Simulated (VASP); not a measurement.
A run of VASP 6.6.1 is set up as follows.

The input INCAR:

```
SYSTEM = Os
PREC = Accurate ; ENCUT = 600
EDIFF = 1E-6 ; ISMEAR = -1
SIGMA = 0.05 ; LREAL = .FALSE.
LASPH = .TRUE. ; NELM = 100
ALGO = Fast ; ISIF = 3
LWAVE = .FALSE. ; LCHARG = .FALSE.
GGA = PE ; IBRION = 2
NSW = 60 ; EDIFFG = -0.01
```

File KPOINTS:

```
regular mesh
0
G
  12 12 12
  0 0 0
```

POSCAR

```
Os
1.0
    0.0000000000      1.9450000000      1.9450000000
    1.9450000000      0.0000000000      1.9450000000
    1.9450000000      1.9450000000      0.0000000000
Os
1
Direct
    0.0000000000      0.0000000000      0.0000000000
```

Potentials or basis: VASP PAW PBE potentials, release 64 (Os).

Run with:

```sh
$ cat potpaw_PBE.64/Os/POTCAR > POTCAR
$ mpirun -np 1 vasp_std > vasp.out
```

(1) Estimate the space group after relaxing (to 0.05 Å).

(2) What does it give for the relaxed volume?

(3) Estimate the relaxed cell.

Answers

(1) Fm-3m (No. 225).

(2) 14.32 Å³/atom.

(3) a = 2.726 Å, b = 2.726 Å, c = 2.726 Å, α = 60.00°, β = 60.00°, γ = 60.00°.
